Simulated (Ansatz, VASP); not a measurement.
# ZrZn in VASP and in Ansatz

```
Zr Zn
1.0
     3.26003    0.00000    0.00000
     0.00000    3.26003    0.00000
     0.00000    0.00000    3.26003
Zr Zn
1 1
Direct
  0.50000 0.50000 0.50000
  0.00000 0.00000 0.00000
```

Alike in both runs: task relaxation of cell and atoms; functional LDA; k mesh 12 × 12 × 12; occupations fermi-dirac, width 0.15 eV; no spin polarisation.

|  | VASP | Ansatz |
| --- | --- | --- |
| version | VASP 6.6.1 | Ansatz 0.2.0 |
| potentials or method | VASP PAW LDA potentials, release 64 (Zr_sv, Zn), cutoff 600 eV | scalar-relativistic, plane waves, PAW |
| valence electrons in the cell | 24 | 24 |

```tsv
	VASP	Ansatz	Ansatz less VASP
gap on the k mesh at the Fermi level, each at its own relaxed structure (eV)	none	none	-
relaxed volume (Å³/atom)	17.38	17.34	-0.043
relaxed cell length with the largest relative difference (Å)	3.264	3.261	-0.0027
```

LDA's correlation is that of Perdew and Zunger in VASP and of Perdew and Wang (1992) in Ansatz. A gap of «none» marks a metal or a gap that the smearing closes.
